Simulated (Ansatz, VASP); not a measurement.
## KTaO3: VASP beside Ansatz

```
CELL_PARAMETERS angstrom
4.47694 0.00000 0.00000
0.00000 4.47694 0.00000
0.00000 0.00000 3.16520
ATOMIC_POSITIONS crystal
K 0.50000 0.50000 0.50000
Ta 0.00000 0.00000 0.00000
O 0.50000 0.00000 0.00000
O 0.00000 0.50000 0.00000
O 0.00000 0.00000 0.50000
```

Alike in both runs: task single point; functional PBE; k mesh 8 × 8 × 8; occupations gaussian, width 0.05 eV; no spin polarisation.

```csv
,VASP,Ansatz
version,VASP 6.6.1,Ansatz 0.2.0
potentials or method,"VASP PAW PBE potentials, release 64 (K_sv, Ta_pv, O), cutoff 520 eV","scalar-relativistic, plane waves, PAW"
valence electrons in the cell,38,40
```

|  | VASP | Ansatz | Ansatz less VASP |
| --- | --- | --- | --- |
| gap on the k mesh at the Fermi level (eV) | 0.36 | 0.40 | +0.046 |
| least direct gap on the mesh (eV) | 0.36 | 0.40 | +0.046 |

VASP's potentials hold 38 valence electrons a cell and Ansatz's 40, so a difference there can come from the potentials and not from the codes.

Neither program's run includes spin-orbit coupling.
